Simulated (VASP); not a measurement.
# WSe2 (P6_3/mmc) in VASP: a series of runs, part 2 of 2

VASP 6.6.1.

## (3) Relaxation of cell and atoms, LDA

INCAR

```
SYSTEM = WSe2
PREC = Accurate
ENCUT = 600
EDIFF = 1E-7
ISMEAR = 0
SIGMA = 0.02
LREAL = .FALSE.
LASPH = .TRUE.
NELM = 100
ALGO = Normal
ISIF = 3
LWAVE = .FALSE.
LCHARG = .FALSE.
IBRION = 2
NSW = 100
EDIFFG = -0.005
```

KPOINTS

```
Automatic mesh
0
G
  12 12 2
  0 0 0
```

POSCAR

```
WSe2
1.0
    3.2899984505      0.0000000000      0.0000000000
   -1.6449992252      2.8492222365      0.0000000000
    0.0000000000      0.0000000000     12.9700000000
W Se
2 4
Direct
    0.3333333333      0.6666666667      0.2500000000
    0.6666666667      0.3333333333      0.7500000000
    0.3333333333      0.6666666667      0.6210000000
    0.6666666667      0.3333333333      0.1210000000
    0.3333333333      0.6666666667      0.8790000000
    0.6666666667      0.3333333333      0.3790000000
```

Potentials or basis: VASP PAW LDA potentials, release 64 (W_sv, Se).

On the command line:

```
> cat potpaw_LDA.64/W_sv/POTCAR potpaw_LDA.64/Se/POTCAR > POTCAR
> mpirun -np 1 vasp_std > vasp.out
```

OUTCAR:

```text
SYSTEM = WSe2
   PREC = Accurate
   ENCUT = 600
   EDIFF = 1E-7
   ISMEAR = 0
   LREAL = .FALSE.
   LASPH = .TRUE.
   NELM = 100
   ISIF = 3
   IBRION = 2
   NSW = 100
   EDIFFG = -0.005

 ion  position               nearest neighbor table
   1  0.333  0.667  0.250-   4 2.53   6 2.53   4 2.53   6 2.53   4 2.53   6 2.53
   2  0.667  0.333  0.750-   3 2.53   5 2.53   3 2.53   5 2.53   3 2.53   5 2.53
   3  0.333  0.667  0.621-   2 2.53   2 2.53   2 2.53
   4  0.667  0.333  0.121-   1 2.53   1 2.53   1 2.53
   5  0.333  0.667  0.879-   2 2.53   2 2.53   2 2.53
   6  0.667  0.333  0.379-   1 2.53   1 2.53   1 2.53

  LATTYP: Found a hexagonal cell.
 ALAT       =     3.2899984505
 C/A-ratio  =     3.9422510968

  Lattice vectors:

 A1 = (   3.2899984505,   0.0000000000,   0.0000000000)
 A2 = (  -1.6449992252,   2.8492222365,   0.0000000000)
 A3 = (   0.0000000000,   0.0000000000,  12.9700000000)

Analysis of symmetry for initial positions (statically):
=====================================================================
 Subroutine PRICEL returns:
 Original cell was already a primitive cell.

 Routine SETGRP: Setting up the symmetry group for a
 hexagonal supercell.

 Subroutine GETGRP returns: Found 24 space group operations
 (whereof 12 operations were pure point group operations)
 out of a pool of 24 trial point group operations.

The static configuration has the point symmetry D_3d.
 The point group associated with its full space group is D_6h.

Analysis of symmetry for dynamics (positions and initial velocities):
=====================================================================
 Subroutine PRICEL returns:
 Original cell was already a primitive cell.

 Routine SETGRP: Setting up the symmetry group for a
 hexagonal supercell.

 Subroutine GETGRP returns: Found 24 space group operations
 (whereof 12 operations were pure point group operations)
 out of a pool of 24 trial point group operations.

The dynamic configuration has the point symmetry D_3d.
[... 151 lines left out ...]

 Free energy of the ion-electron system (eV)
  ---------------------------------------------------
  ext. energy  EPLUGINS =         0.00000000
  ---------------------------------------------------
  free energy    TOTEN  =       -48.46129238 eV

  energy without entropy =      -48.46129238  energy(sigma->0) =      -48.46129238

------------------------ aborting loop because EDIFF is reached ----------------------------------------

  FORCE on cell =-STRESS in cart. coord.  units (eV):
  Direction    XX          YY          ZZ          XY          YZ          ZX
  --------------------------------------------------------------------------------------
  -------------------------------------------------------------------------------------
  Total       -2.6413144     -2.6413144     -2.1857210     -0.0000000      0.0000000     -0.0000000
  in kB      -34.8071681    -34.8071681    -28.8033705     -0.0000000      0.0000000     -0.0000000
  external PRESSURE =     -32.8059023 kB  Pullay stress =       0.0000000 kB
[... 101 lines left out ...]
  FREE ENERGIE OF THE ION-ELECTRON SYSTEM (eV)
  ---------------------------------------------------
  free  energy   TOTEN  =       -48.4886426996 eV

  energy  without entropy=      -48.4886426996  energy(sigma->0) =      -48.48864270

[... ionic steps 4 to 15 ...]

--------------------------------------- Ionic step       16  -------------------------------------------

 number of electron      52.0000000 magnetization

------------------------ aborting loop because EDIFF is reached ----------------------------------------
[... 75 lines left out ...]
--------------------------------------- Ionic step       18  -------------------------------------------

 number of electron      52.0000000 magnetization

 Free energy of the ion-electron system (eV)
  ---------------------------------------------------
  ext. energy  EPLUGINS =         0.00000000
  ---------------------------------------------------
  free energy    TOTEN  =       -48.49370584 eV

  energy without entropy =      -48.49370584  energy(sigma->0) =      -48.49370584

 E-fermi :   6.9404     XC(G=0): -11.1771

 val. band max:        6.6178613859   @ k =   0.0000   0.0000   0.0000
 cond. band min:       7.4916199989   @ k =   0.1667   0.1667   0.0000
 fundamental gap:      0.8737586130
 Fermi energy:         6.9403894548

 k-point     1 :       0.0000    0.0000    0.0000
  band No.  band energies     occupation
      1     -67.2257      2.00000
      2     -67.2257      2.00000
      3     -31.7668      2.00000
      4     -31.7667      2.00000
      5     -31.5973      2.00000
      6     -31.5973      2.00000
[... 805 lines left out ...]
     30       8.6533      0.00000
     31       9.8496      0.00000

 [... further k-points ...]

------------------------ aborting loop because EDIFF is reached ----------------------------------------

  FORCE on cell =-STRESS in cart. coord.  units (eV):
  Direction    XX          YY          ZZ          XY          YZ          ZX
  --------------------------------------------------------------------------------------
  -------------------------------------------------------------------------------------
  Total       -0.0213910     -0.0213910      0.0202554     -0.0000000      0.0000000     -0.0000000
  in kB       -0.2910577     -0.2910577      0.2756062     -0.0000000      0.0000000     -0.0000000
  external PRESSURE =      -0.1021698 kB  Pullay stress =       0.0000000 kB
[... 21 lines left out ...]
  FREE ENERGIE OF THE ION-ELECTRON SYSTEM (eV)
  ---------------------------------------------------
  free  energy   TOTEN  =       -48.4937058393 eV

  energy  without entropy=      -48.4937058393  energy(sigma->0) =      -48.49370584

 reached required accuracy - stopping structural energy minimisation
```

Wall time 33 min (1 thread of Intel Xeon Platinum 8488C (Sapphire Rapids), shared host); peak memory 0.34 GiB.

What came out:

- Free energy: -48.4937 eV
- Relaxed volume: 19.63 Å³/atom
- Relaxed cell: a = 3.255 Å, b = 3.255 Å, c = 12.830 Å, α = 90.00°, β = 90.00°, γ = 120.00°
- Space group after relaxing (to 0.05 Å): P6_3/mmc (No. 194)
- Energy gained by relaxing: 5.4 meV/atom
- Ionic steps: 18
- Pressure after relaxing: 0.0 GPa
- Largest force after relaxing: 0.003 eV/Å
- Band gap on the k mesh: 0.87 eV, indirect (least direct gap 1.61 eV)

Forces in eV/Å, atoms in the order of the input:
```
W    0.000  0.000  0.000
W    0.000  0.000  0.000
Se   0.000  0.000 -0.003
Se   0.000  0.000 -0.003
Se   0.000  0.000  0.003
Se   0.000  0.000  0.003
```

Step by step:
```csv
step,energy change (eV),largest force (eV/Å),pressure (GPa),volume (Å³)
1,0.0000,0.2615,-3.28,121.58
2,0.0946,1.0273,7.47,114.42
3,-0.0274,0.1253,-0.14,119.22
4,-0.0274,0.1334,-0.08,119.17
5,-0.0311,0.0315,-0.02,118.66
6,-0.0311,0.0298,-0.02,118.65
7,-0.0314,0.0209,-0.07,118.61
8,-0.0318,0.0046,-0.22,118.47
9,-0.0318,0.0564,-0.52,118.19
10,-0.0319,0.0293,-0.36,118.33
11,-0.0320,0.0270,-0.34,118.30
12,-0.0321,0.0202,-0.27,118.19
13,-0.0323,0.0066,-0.14,117.97
14,-0.0323,0.0208,0.13,117.54
15,-0.0324,0.0051,-0.03,117.79
16,-0.0324,0.0058,-0.02,117.78
17,-0.0324,0.0052,-0.02,117.77
18,-0.0324,0.0032,-0.01,117.75
```

Final structure:
```yaml
crystal:
  lattice:
    - [3.25533, 0.00000, 0.00000]
    - [-1.62767, 2.81920, 0.00000]
    - [0.00000, 0.00000, 12.83044]
  atoms:
    - { symbol: W, position: [0.33333, 0.66667, 0.25000] }
    - { symbol: W, position: [0.66667, 0.33333, 0.75000] }
    - { symbol: Se, position: [0.33333, 0.66667, 0.61983] }
    - { symbol: Se, position: [0.66667, 0.33333, 0.11983] }
    - { symbol: Se, position: [0.33333, 0.66667, 0.88017] }
    - { symbol: Se, position: [0.66667, 0.33333, 0.38017] }
```

Caveat: spin-orbit coupling is left out, which moves the levels of the heavy elements. A k mesh can miss the band edges.
